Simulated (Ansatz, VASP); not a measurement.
NbAs: VASP beside Ansatz

```
Nb As
1.0
    -1.69062    1.69062    5.72078
     1.69062   -1.69062    5.72078
     1.69062    1.69062   -5.72078
Nb As
2 2
Direct
  0.50000 0.00000 0.50000
  0.75000 0.75000 0.00000
  0.91600 0.41600 0.50000
  0.16600 0.16600 0.00000
```

Change from the starting cell: volume scaled by 0.94.

Alike in both runs: task single point; functional LDA; k mesh 11 × 11 × 11; occupations fermi-dirac, width 0.05 eV; no spin polarisation.

```csv
,VASP,Ansatz
version,VASP 6.6.1,Ansatz 0.2.0
potentials or method,"VASP PAW LDA potentials, release 64 (Nb_sv, As), cutoff 520 eV","all-electron LAPW, scalar-relativistic"
```

VASP gave:

| Item | Value |
| --- | --- |
| gap on the k mesh at the Fermi level (eV) | 0.02 |
| least direct gap on the mesh (eV) | 0.08 |
| pressure (GPa) | 6.5 |
| traceless stress, the component that is largest in VASP (GPa) | 0.09 |
| rms of the force components (eV/Å) | 0.209 |

Q: Estimate Ansatz's values.

A: gap on the k mesh at the Fermi level (eV): 0.03; least direct gap on the mesh (eV): 0.08; pressure (GPa): 6.0; traceless stress, the component that is largest in VASP (GPa): 0.18; rms of the force components (eV/Å): 0.206.

LDA's correlation is that of Perdew and Zunger in VASP and of Perdew and Wang (1992) in Ansatz. Atom by atom the forces differ by 0.003 eV/Å (rms over components). Ansatz ran all-electron here, and VASP with PAW potentials.
